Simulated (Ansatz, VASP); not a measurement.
MgSi: VASP beside Ansatz

The input INCAR:

```
SYSTEM = MgSi
PREC     = Accurate       ! precision mode
ENCUT    = 600            ! plane-wave cutoff, eV
EDIFF    = 1E-6           ! SCF threshold, eV
ISMEAR   = 0              ! smearing method
SIGMA    = 0.1            ! smearing width, eV
LREAL    = .False.        ! projectors in reciprocal space
LASPH    = .True.         ! aspherical terms in the spheres
NELM     = 60             ! most SCF steps
ALGO     = Normal         ! electronic algorithm
ISIF     = 3              ! what is computed and relaxed
LWAVE    = .False.        ! write WAVECAR
LCHARG   = .False.        ! write CHGCAR
GGA      = PS             ! functional
IBRION   = 2              ! ionic algorithm
NSW      = 80             ! ionic steps
EDIFFG   = -0.01          ! ionic threshold
```

KPOINTS

```
Automatic mesh
0
Gamma
  12 12 12
  0 0 0
```

The input POSCAR:

```
MgSi
1.0
    2.0703318149     -4.8986997130      0.0000000000
    2.0703318149      4.8986997130      0.0000000000
    0.0000000000      0.0000000000      3.6534049816
Mg Si
2 2
Direct
    0.6438398682      0.3561601318      0.2500000000
    0.3561601318      0.6438398682      0.7500000000
    0.9215639850      0.0784360150      0.2500000000
    0.0784360150      0.9215639850      0.7500000000
```

Input for Ansatz:

```yaml
crystal:
  lattice:
    - [2.0703318149, -4.898699713, 0.0]
    - [2.0703318149, 4.898699713, 0.0]
    - [0.0, 0.0, 3.6534049816]
  atoms:
    - { symbol: Mg, position: [0.6438398682, 0.3561601318, 0.25] }
    - { symbol: Mg, position: [0.3561601318, 0.6438398682, 0.75] }
    - { symbol: Si, position: [0.921563985, 0.078436015, 0.25] }
    - { symbol: Si, position: [0.078436015, 0.921563985, 0.75] }
basis:
  ecutwfc: 420
kpoints:
  mp_grid: { grid: [12, 12, 12] }
hamiltonian:
  xc: pbesol
scf:
  occupations: { method: gaussian, width: 0.1 }
output:
  forces: true
  stress: true
  eigenvalues: true
  write_density: true
  write_potential: true
  elf: true
  volumetric_format: npy
relax:
  adjacent_minimum: "off"
  f_tol: 0.01
  max_steps: 60
  cell: { stress_tol: 0.1 }
```

Alike in both runs: task relaxation of cell and atoms; functional PBEsol; k mesh 12 × 12 × 12; occupations gaussian, width 0.1 eV; no spin polarisation.

|  | VASP | Ansatz |
| --- | --- | --- |
| version | VASP 6.6.1 | Ansatz 0.2.0 |
| potentials or method | VASP PAW PBE potentials, release 64 (Mg, Si), cutoff 600 eV | scalar-relativistic, plane waves, PAW |
| valence electrons in the cell | 12 | 28 |

|  | VASP | Ansatz | Ansatz less VASP |
| --- | --- | --- | --- |
| gap on the k mesh at the Fermi level, each at its own relaxed structure (eV) | none | none | - |
| relaxed volume (Å³/atom) | 18.42 | 18.45 | +0.030 |
| relaxed cell length with the largest relative difference (Å) | 5.404 | 5.410 | +0.0060 |

VASP's potentials were made for PBE, not for PBEsol. A gap of «none» marks a metal or a gap that the smearing closes. VASP's potentials hold 12 valence electrons a cell and Ansatz's 28, so a difference there can come from the potentials and not from the codes.
